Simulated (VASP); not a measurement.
Runs of VASP 6.6.1 on Pt. The structure is that of space group Cmcm (No. 63), or close to it. The cells are those of the table. 

```csv
cell,further INCAR settings,gap on the mesh (eV),pressure (GPa),largest force (eV/Å)
"a = 2.483, b = 2.906, c = 4.781 Å, angles 90.0, 90.0, 115.3°, 2 atoms",ALGO = Fast; EDIFF = 1e-07; NBANDS = 17,none,12.8,0.07
"a = 3.172, b = 2.577, c = 4.781 Å, angles 90.0, 90.0, 128.0°, 2 atoms",ALGO = Fast; EDIFF = 1e-06; NBANDS = 17,none,17.3,0.28
"a = 2.345, b = 2.987, c = 4.781 Å, angles 90.0, 90.0, 113.1°, 2 atoms",ALGO = Fast; EDIFF = 1e-06; NBANDS = 17,none,(c),0.20
"a = 3.172, b = 2.868, c = 4.781 Å, angles 90.0, 90.0, 123.6°, 2 atoms",ALGO = Fast; EDIFF = 1e-07; NBANDS = 17,none,-21.9,0.09
"a = 2.896, b = 2.692, c = 4.781 Å, angles 90.0, 90.0, 122.5°, 2 atoms",ALGO = Fast; EDIFF = 1e-06; NBANDS = 17,none,(a),0.08
"a = 2.896, b = 3.106, c = 4.781 Å, angles 90.0, 90.0, 117.8°, 2 atoms",ALGO = Fast; EDIFF = 1e-07; NBANDS = 17,none,-26.3,0.02
"a = 3.172, b = 2.968, c = 4.781 Å, angles 90.0, 90.0, 122.3°, 2 atoms",ALGO = Fast; EDIFF = 1e-06; NBANDS = 17,none,(b),0.06
"a = 2.621, b = 2.830, c = 4.781 Å, angles 90.0, 90.0, 117.6°, 2 atoms",ALGO = Fast; EDIFF = 1e-06; NBANDS = 17,none,2.7,0.03
```

Alike in all rows: task single point; level PBE; potentials or basis VASP PAW PBE potentials, release 64 (Pt); no spin polarisation; k mesh 18 × 18 × 10; cutoff (eV) 520; smearing gaussian 0.15 eV.

Fill in the values left out.

(a) 2.2; (b) -26.4; (c) 32.6.

Caveats: spin-orbit coupling is left out, which moves the levels of the heavy elements; the cell stands under pressure (at least some runs); the cell stands under tension (at least some runs).

A k mesh can miss the band edges, and the runs leave out spin-orbit coupling on Pt.

A gap of «none» marks levels without a gap at the run's occupations.
